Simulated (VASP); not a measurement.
# ZnO (P6_3mc) in VASP: notebook, part 2 of 2

VASP 6.6.1. The steps go on from the part before.

## (4) Single point, PBEsol

This run uses another cell than the first one, of 11.77 Å³/atom.

INCAR

```
SYSTEM = ZnO
PREC     = Accurate       ! precision mode
ENCUT    = 520            ! plane-wave cutoff, eV
EDIFF    = 1E-6           ! SCF threshold, eV
ISMEAR   = -1             ! smearing method
SIGMA    = 0.05           ! smearing width, eV
LREAL    = .False.        ! projectors in reciprocal space
LASPH    = .True.         ! aspherical terms in the spheres
NELM     = 100            ! most SCF steps
ALGO     = Normal         ! electronic algorithm
ISIF     = 2              ! what is computed and relaxed
LWAVE    = .False.        ! write WAVECAR
LCHARG   = .False.        ! write CHGCAR
GGA      = PS             ! functional
NBANDS   = 26             ! bands
```

KPOINTS

```
Automatic mesh
0
Gamma
  9 9 5
  0 0 0
```

POSCAR

```
ZnO
1.0
    3.2296542954      0.0000000000      0.0000000000
   -1.6148271477      2.7969626652      0.0000000000
    0.0000000000      0.0000000000      5.2123106727
Zn O
2 2
Direct
    0.6666666667      0.3333333333      0.0000043966
    0.3333333333      0.6666666667      0.5000043966
    0.3333333333      0.6666666667      0.8790056034
    0.6666666667      0.3333333333      0.3790056034
```

Potentials or basis: VASP PAW PBE potentials, release 64 (Zn, O).

The run is started by

```console
$ cat potpaw_PBE.64/Zn/POTCAR potpaw_PBE.64/O/POTCAR > POTCAR
$ mpirun -np 1 vasp_std > vasp.out
```

OUTCAR:

```text
SYSTEM = ZnO
   PREC = Accurate
   ENCUT = 520
   EDIFF = 1E-6
   ISMEAR = -1
   LREAL = .False.
   LASPH = .True.
   NELM = 100
   ISIF = 2
   GGA = PS

 ion  position               nearest neighbor table
   1  0.667  0.333  0.000-   3 1.97   3 1.97   3 1.97   4 1.98
   2  0.333  0.667  0.500-   4 1.97   4 1.97   4 1.97   3 1.98
   3  0.333  0.667  0.879-   1 1.97   1 1.97   1 1.97   2 1.98
   4  0.667  0.333  0.379-   2 1.97   2 1.97   2 1.97   1 1.98

  LATTYP: Found a hexagonal cell.
 ALAT       =     3.2296542954
 C/A-ratio  =     1.6138912081

  Lattice vectors:

 A1 = (   3.2296542954,   0.0000000000,   0.0000000000)
 A2 = (  -1.6148271477,   2.7969626652,   0.0000000000)
 A3 = (   0.0000000000,   0.0000000000,   5.2123106727)

Analysis of symmetry for initial positions (statically):
=====================================================================
 Subroutine PRICEL returns:
 Original cell was already a primitive cell.

 Routine SETGRP: Setting up the symmetry group for a
 hexagonal supercell.

 Subroutine GETGRP returns: Found 12 space group operations
 (whereof  6 operations were pure point group operations)
 out of a pool of 24 trial point group operations.

The static configuration has the point symmetry C_3v.
 The point group associated with its full space group is C_6v.

Analysis of symmetry for dynamics (positions and initial velocities):
=====================================================================
 Subroutine PRICEL returns:
 Original cell was already a primitive cell.

 Routine SETGRP: Setting up the symmetry group for a
 hexagonal supercell.

 Subroutine GETGRP returns: Found 12 space group operations
 (whereof  6 operations were pure point group operations)
 out of a pool of 24 trial point group operations.

The dynamic configuration has the point symmetry C_3v.
 The point group associated with its full space group is C_6v.

 Subroutine INISYM returns: Found 12 space group operations
[... 118 lines left out ...]
   IALGO  =     38    algorithm
   IMIX   =      4    mixing-type and parameters
     AMIX     =   0.40;   BMIX     =  1.00
     AMIX_MAG =   1.60;   BMIX_MAG =  1.00
  volume/ion in A,a.u.               =      11.77        79.43
  Fermi-wavevector in a.u.,A,eV,Ry     =   1.496987  2.828895 30.490245  2.240970
  Thomas-Fermi vector in A             =   2.608933
   LORBIT       =      0    0 simple, 1 ext, 2 COOP (PROOUT), +10 PAW based schemes
   GGA     = PS    functional components
   LHFCALC =     F    Hartree Fock is set to
   AEXX    =    0.0000 exact exchange contribution
   IVDW    =     0    specifies the selected vdW correction
   LEPSILON=     F    determine dielectric tensor
   LRPA    =     F    only Hartree local field effects (RPA)
 non-spin polarized calculation
  energy-cutoff  :      520.00
  volume of cell :       47.08
 maximum number of plane-waves:      1296
   NGX = 13   NGY = 13   NGZ = 19

 number of electron      36.0000012 magnetization

 Free energy of the ion-electron system (eV)
  ---------------------------------------------------
  ext. energy  EPLUGINS =         0.00000000
  ---------------------------------------------------
  free energy    TOTEN  =       -19.41012116 eV

  energy without entropy =      -19.41011204  energy(sigma->0) =      -19.41011660

 E-fermi :   1.5378     XC(G=0): -11.2445

 val. band max:        1.1540749076   @ k =   0.0000   0.0000   0.0000
 cond. band min:       1.8445336372   @ k =   0.0000   0.0000   0.0000
 fundamental gap:      0.6904587296
 Fermi energy:         1.5378448371

 k-point     1 :       0.0000    0.0000    0.0000
  band No.  band energies     occupation
      1     -16.9813      2.00000
      2     -16.2245      2.00000
      3      -4.6610      2.00000
      4      -4.6186      2.00000
      5      -4.6186      2.00000
      6      -4.5743      2.00000
[... 685 lines left out ...]
     25      14.5397      0.00000
     26      15.7365      0.00000

 [... further k-points ...]

------------------------ aborting loop because EDIFF is reached ----------------------------------------

  FORCE on cell =-STRESS in cart. coord.  units (eV):
  Direction    XX          YY          ZZ          XY          YZ          ZX
  --------------------------------------------------------------------------------------
  -------------------------------------------------------------------------------------
  Total        0.2455996      0.2455996      0.2562525     -0.0000000      0.0000000     -0.0000000
  in kB        8.3572864      8.3572864      8.7197847     -0.0000000      0.0000000     -0.0000000
  external PRESSURE =       8.4781191 kB  Pullay stress =       0.0000000 kB

 VOLUME and BASIS-vectors are now :
 -----------------------------------------------------------------------------
  energy-cutoff  :      520.00
  volume of cell :       47.08
      direct lattice vectors                 reciprocal lattice vectors
     3.229654295  0.000000000  0.000000000     0.309630663  0.178765347  0.000000000
    -1.614827148  2.796962665  0.000000000     0.000000000  0.357530693  0.000000000
     0.000000000  0.000000000  5.212310673     0.000000000  0.000000000  0.191853491

 POSITION                                       TOTAL-FORCE (eV/Angst)
 -----------------------------------------------------------------------------------
      1.61483      0.93232      0.00002         0.000000     -0.000000      0.000655
     -0.00000      1.86464      2.60618        -0.000000      0.000000      0.000655
     -0.00000      1.86464      4.58165         0.000000     -0.000000     -0.000655
      1.61483      0.93232      1.97549        -0.000000      0.000000     -0.000655
 -----------------------------------------------------------------------------------
    total drift:                                0.000000      0.000001     -0.000682

  FREE ENERGIE OF THE ION-ELECTRON SYSTEM (eV)
  ---------------------------------------------------
  free  energy   TOTEN  =       -19.4101211627 eV

  energy  without entropy=      -19.4101120352  energy(sigma->0) =      -19.41011660
```

OSZICAR:

```text
N       E                     dE             d eps       ncg     rms          rms(c)
DAV:   1     0.285312151613E+03    0.28531E+03   -0.18045E+04  1920   0.201E+03
DAV:   2     0.799447442640E+01   -0.27732E+03   -0.26015E+03  1962   0.404E+02
DAV:   3    -0.216496210260E+02   -0.29644E+02   -0.29233E+02  2072   0.136E+02
DAV:   4    -0.222085690073E+02   -0.55895E+00   -0.55787E+00  2080   0.189E+01
DAV:   5    -0.222113649031E+02   -0.27959E-02   -0.27957E-02  2046   0.139E+00    0.143E+01
DAV:   6    -0.192829354585E+02    0.29284E+01   -0.56043E+00  2926   0.602E+01    0.919E+00
DAV:   7    -0.194585342187E+02   -0.17560E+00   -0.26113E+00  1936   0.158E+01    0.548E+00
DAV:   8    -0.194583019678E+02    0.23225E-03   -0.50155E-01  2722   0.720E+00    0.163E+00
DAV:   9    -0.194080312002E+02    0.50271E-01   -0.93790E-02  2784   0.605E+00    0.347E-01
DAV:  10    -0.194100817310E+02   -0.20505E-02   -0.37674E-02  1894   0.132E+00    0.111E-01
DAV:  11    -0.194100938353E+02   -0.12104E-04   -0.59793E-04  2022   0.222E-01    0.242E-02
DAV:  12    -0.194101215635E+02   -0.27728E-04   -0.24578E-05  1966   0.389E-02    0.173E-02
DAV:  13    -0.194101211627E+02    0.40082E-06   -0.30482E-06  1966   0.337E-02
   1 F= -.19410121E+02 E0= -.19410117E+02  d E =-.912747E-05
```

Wall time 16 s (1 thread of Intel Xeon 6975P-C (Granite Rapids), shared host); peak memory 0.17 GiB.

What came out:

```yaml
Free_energy: -19.4101 eV
Pressure: 0.8 GPa
Band_gap_on_the_k_mesh: 0.69 eV
```

Levels at points of the mesh, in eV from the valence-band top:
```
           k point  band 14  band 15  band 16  band 17  band 18  band 19  band 20  band 21  band 22  band 23
(0.00, 0.00, 0.00)    -0.81    -0.81    -0.09     0.00     0.00     0.69     5.16     8.10    12.83    12.83
```

Caveat: the PAW data sets were made with another functional, which shifts forces and pressure a little.

## (5) Summary

```tsv
cell	gap on the mesh (eV)	pressure (GPa)
a = 3.165, b = 3.165, c = 5.110 Å, angles 90.0, 90.0, 120.0°, 4 atoms	0.78	11.4
a = 3.195, b = 3.195, c = 5.158 Å, angles 90.0, 90.0, 120.0°, 4 atoms	0.74	6.1
a = 3.230, b = 3.230, c = 5.212 Å, angles 90.0, 90.0, 120.0°, 4 atoms	0.69	0.8
```

Alike in all rows: task single point; level PBEsol; potentials or basis VASP PAW PBE potentials, release 64 (Zn, O); no spin polarisation; k mesh 9 × 9 × 5; cutoff (eV) 520; smearing fermi-dirac 0.05 eV.

Caveats: the PAW data sets were made with another functional, which shifts forces and pressure a little; the cell stands under pressure (at least some runs).

Absolute energies hang on the potentials; compare differences alone.

## (6) Comparison with measurements

Step 4. A measured gap of ZnO is 3.37 eV (quoted in “Electronic structure of alkaline earth and post-transition metal oxides”, 2009, arxiv:0908.1581); the calculated 0.69 eV misses it by -2.68 eV. So large a miss can be the level of theory's own, or it may mean another phase, state or a wrong row. The value is that of PBEsol, without temperature or zero-point motion. Semilocal functionals fall short of measured gaps as a rule.
